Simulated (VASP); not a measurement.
Input of a VASP 6.6.1 run:

The input INCAR:

```
  AGGAC = 1.0
  AGGAX = 1.0
  ALDAC = 0.0
  ALDAX = 1.0
  ALGO = Normal
  EDIFF = 1E-6
  ENCUT = 520
  GGA = B5
  ISIF = 2
  ISMEAR = -1
  LASPH = T
  LCHARG = F
  LREAL = F
  LWAVE = F
  NBANDS = 24
  NELM = 60
  PREC = Accurate
  SIGMA = 0.1
```

KPOINTS

```
k-points
0
Gamma
  9 9 13
```

The input POSCAR:

```
Sc
1.0
    5.1587494447      0.0000000000      0.0000000000
   -2.5793747223      4.4676080708      0.0000000000
    0.0000000000      0.0000000000      3.2394512658
Sc
3
Direct
    1.0000000000      1.0000000000      0.0000000000
    0.3333333333      0.6666666667      0.5000000000
    0.6666666667      0.3333333333      0.5000000000
```

Potentials or basis: VASP PAW PBE potentials, release 64 (Sc_sv).

The run is started by

```console
$ cat potpaw_PBE.64/Sc_sv/POTCAR > POTCAR
$ mpirun -np 1 vasp_std > vasp.out
```

Q: Estimate the pressure.

A: 0.0 GPa.

Caveat: the PAW data sets were made with another functional, which shifts forces and pressure a little.
